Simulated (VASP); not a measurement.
Set up this calculation in VASP 6.6.1, as the native input.

```
Task                   : relaxation of cell and atoms
Functional             : PBE
Potentials or basis    : VASP PAW PBE potentials, release 64 (Ti_sv, C)
Cutoff                 : 600 eV
k mesh                 : 17 × 17 × 15
Occupations            : fermi-dirac, width 0.05 eV
Spin                   : no spin polarisation
Target pressure        : 100 GPa
Dipole correction      : no
Further INCAR settings : ALGO = Normal; EDIFF = 1e-06; IBRION = 2; EDIFFG = -0.005; NSW = 32; ISIF = 3
```

The structure of TiC (WC type) lies in POSCAR:

```
TiC
1.0
    2.7248153310      0.0000000000      0.0000000000
   -1.3624076655      2.3597592973      0.0000000000
    0.0000000000      0.0000000000      2.5465755620
Ti C
1 1
Direct
    0.0000000000      0.0000000000      0.0000000000
    0.3333333333      0.6666666667      0.5000000000
```

These files were run (other wordings do the same):

INCAR

```
SYSTEM = TiC
ALGO = Normal ; EDIFF = 1E-6
EDIFFG = -0.005 ; ENCUT = 600
GGA = PE ; IBRION = 2
ISIF = 3 ; ISMEAR = -1
LASPH = .TRUE. ; LCHARG = .FALSE.
LREAL = .FALSE. ; LWAVE = .FALSE.
NELM = 100 ; NSW = 32
PREC = Accurate ; PSTRESS = 1000.0
SIGMA = 0.05
```

KPOINTS

```
k-points
0
G
  17 17 15
  0 0 0
```

Potentials or basis: VASP PAW PBE potentials, release 64 (Ti_sv, C).

Command:

```console
$ cat potpaw_PBE.64/Ti_sv/POTCAR potpaw_PBE.64/C/POTCAR > POTCAR
$ mpirun -np 1 vasp_std > vasp.out
```

Results of the run:

* Relaxed volume: 8.18 Å³/atom
* Relaxed cell: a = 2.724 Å, b = 2.724 Å, c = 2.546 Å, α = 90.00°, β = 90.00°, γ = 120.00°
* Space group after relaxing (to 0.1 Å): P-6m2 (No. 187)
* Energy change on relaxing (the run minimises the enthalpy): +4.4 meV/atom
* Ionic steps: 3
* Pressure after relaxing: 100.0 GPa
* Band gap on the k mesh: zero (bands 8 and 9 overlap by 0.23 eV)

Caveat: the cell is relaxed towards a set pressure, so the run minimises the enthalpy, not the energy.

It took 38 s on 1 thread of Intel(R) Xeon(R) 6975P-C (Granite Rapids), with other jobs on the host, peak memory 0.2 GiB.
